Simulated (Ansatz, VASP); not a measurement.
Two plane-wave programs on LiH

Contents of POSCAR:

```
LiH
1.0
    0.0000000000      2.1451220264      2.1451220264
    2.1451220264      0.0000000000      2.1451220264
    2.1451220264      2.1451220264      0.0000000000
Li H
1 1
Direct
    0.0000000000      0.0000000000      0.0000000000
    0.2500000000      0.2500000000      0.2500000000
```

INCAR.step1

```
SYSTEM = LiH
ALGO = Normal
EDIFF = 1E-5
ENCUT = 520
GGA = PE
ISIF = 2
ISMEAR = 0
LASPH = .TRUE.
LCHARG = .FALSE.
LREAL = .FALSE.
LWAVE = .TRUE.
NBANDS = 9
NELM = 80
PREC = Accurate
SIGMA = 0.01
```

Contents of INCAR.step2:

```
SYSTEM = LiH
AEXX = 0.25
ALGO = Normal
EDIFF = 1E-7
ENCUT = 520
ISIF = 2
ISMEAR = 0
ISTART = 1
LASPH = .TRUE.
LCHARG = .FALSE.
LHFCALC = .TRUE.
LMIXTAU = .TRUE.
LREAL = .FALSE.
LWAVE = .FALSE.
METAGGA = R2SCAN
NBANDS = 9
NELM = 80
PREC = Accurate
PRECFOCK = Normal
SIGMA = 0.01
```

File KPOINTS:

```
k-points
0
G
  8 8 8
  0 0 0
```

Input for Ansatz:

```yaml
crystal:
  lattice:
    - [0.0, 2.1451220264, 2.1451220264]
    - [2.1451220264, 0.0, 2.1451220264]
    - [2.1451220264, 2.1451220264, 0.0]
  atoms:
    - { symbol: Li, position: [0.0, 0.0, 0.0] }
    - { symbol: H, position: [0.25, 0.25, 0.25] }
kpoints:
  mp_grid: { grid: [8, 8, 8] }
  band_path:
    path:
      - [0.0, 0.0, 0.0]
      - [-0.5, -0.5, 0.0]
      - [-0.375, -0.375, 0.25]
      - [-0.375, 0.0, 0.375]
      - [0.0, 0.0, 0.5]
      - [-0.5, -0.25, 0.25]
      - [0.25, -0.5, -0.25]
      - [-0.15, -0.075, 0.425]
    npoints: 1
hamiltonian:
  xc: r2scan0
scf:
  occupations: { method: fixed }
  n_extra_bands: 4
output:
  forces: true
  stress: true
  eigenvalues: true
```

Alike in both runs: task single point; functional r2SCAN0; k mesh 8 × 8 × 8; no spin polarisation.

|  | VASP | Ansatz |
| --- | --- | --- |
| version | VASP 6.6.1 | Ansatz 0.2.0 |
| potentials or method | VASP PAW PBE potentials, release 64 (Li_sv, H) | plane waves, PAW |
| plane-wave cutoff (eV) | 520 | 500 |
| occupations | gaussian, width 0.01 eV | fixed |
| valence electrons in the cell | 4 | 4 |

|  | VASP | Ansatz | Ansatz less VASP |
| --- | --- | --- | --- |
| gap on the k mesh at the Fermi level (eV) | 6.35 | 6.31 | -0.040 |

VASP's potentials were made for PBE, not for r2SCAN0. Ansatz's warnings: stress exchange threshold loose, stress scf threshold loose.

Noted on VASP's run: the cutoff is short for stress, so the pressure is rough.
